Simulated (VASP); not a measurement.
Crystal: BaH.

```
CELL_PARAMETERS angstrom
3.93367 0.00000 0.00000
0.00000 3.93367 0.00000
0.00000 0.00000 3.48388
ATOMIC_POSITIONS crystal
Ba 0.50212 0.51593 0.00180
H 0.99125 0.99517 0.99278
```

Base run:

```yaml
Program: VASP 6.6.1
Functional: PBEsol
Potentials_or_basis: VASP PAW PBE potentials, release 64 (Ba_sv, H)
Cutoff: 520 eV
k_mesh: 5 × 5 × 6
Occupations: gaussian, width 0.05 eV
Spin: no spin polarisation
```

Its results: pressure -1.4 GPa; largest force 0.095 eV/Å.

Q: After a change of settings the same cell gave: pressure 0.0 GPa; largest force 0.098 eV/Å. Which change was it?
A. functional from PBEsol to PBE
B. occupations from gaussian, width 0.05 eV to gaussian, width 0.1 eV; further incar settings from ALGO = Normal; EDIFF = 1e-06; NBANDS = 12 to ALGO = Normal; EDIFF = 1e-07; NBANDS = 12
C. occupations from gaussian, width 0.05 eV to gaussian, width 0.1 eV

A: A.

PBE binds less tightly than PBEsol, so the same cell stands under more pressure.

Caveats: the PAW data sets were made with another functional, which shifts forces and pressure a little (some runs).
